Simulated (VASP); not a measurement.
Bi:

```xyz
1
Lattice="-1.9814 1.9814 1.9814 1.9814 -1.9814 1.9814 1.9814 1.9814 -1.9814" Properties=species:S:1:pos:R:3 pbc="T T T"
Bi    0.0000    0.0000    0.0000
```

```yaml
Program: VASP 6.6.1
Task: relaxation of cell and atoms
Functional: PBEsol
Dispersion: D4
Potentials_or_basis: VASP PAW PBE potentials, release 64 (Bi_d)
Cutoff: 600 eV
k_mesh: 9 × 9 × 9
Occupations: fermi-dirac, width 0.05 eV
Spin: no spin polarisation
```

At the start: pressure -3.6 GPa; volume 31.12 Å³/atom.

Task: How do energy, volume and symmetry change on relaxing?

Result: Over 3 steps the energy falls by 23.0 meV/atom and the volume is 29.18 Å³/atom (-6.2 %); space group Im-3m (No. 229, to 0.05 Å).

Step by step:
```
step  energy change (eV)  largest force (eV/Å)  pressure (GPa)  volume (Å³)
   1              0.0000                0.0000           -3.59        31.12
   2             -0.0143                0.0000            2.60        28.08
   3             -0.0230                0.0000            0.04        29.18
```

Final structure:
```
Bi
1.0
    -1.93941    1.93941    1.93941
     1.93941   -1.93941    1.93941
     1.93941    1.93941   -1.93941
Bi
1
Direct
  0.00000 0.00000 0.00000
```

Caveat: the PAW data sets were made with another functional, which shifts forces and pressure a little; pairwise dispersion overbinds metals, which lowers pressure and volume.
